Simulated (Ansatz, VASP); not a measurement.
## Two plane-wave programs on Cu

```
CELL_PARAMETERS angstrom
-1.46518 1.47553 1.36849
1.48588 -1.47553 1.39062
1.46518 1.47553 -1.36849
ATOMIC_POSITIONS crystal
Cu 0.00000 0.00000 0.00000
```

Change from the starting cell: strain +0.0150 x Voigt [0, 0, 0, 0, 1, 0], atoms carried along.

Alike in both runs: task single point; functional PBE; k mesh 30 × 30 × 30; occupations gaussian, width 0.15 eV; no spin polarisation.

|  | VASP | Ansatz |
| --- | --- | --- |
| version | VASP 6.6.1 | Ansatz 0.2.0 |
| potentials or method | VASP PAW PBE potentials, release 64 (Cu), cutoff 520 eV | scalar-relativistic, plane waves, PAW |
| valence electrons in the cell | 11 | 19 |

Ansatz gave:

- gap on the k mesh at the Fermi level (eV): none
- pressure (GPa): 0.0
- traceless stress, the component that is largest in VASP (GPa): -1.26

Task: What did VASP give for the same quantities?

Result: gap on the k mesh at the Fermi level (eV): none; pressure (GPa): 0.7; traceless stress, the component that is largest in VASP (GPa): -1.23.

A gap of «none» marks a metal or a gap that the smearing closes. The functional is the same, so the differences come from potentials, cutoffs and numerics. VASP's potentials hold 11 valence electrons a cell and Ansatz's 19, so a difference there can come from the potentials and not from the codes.
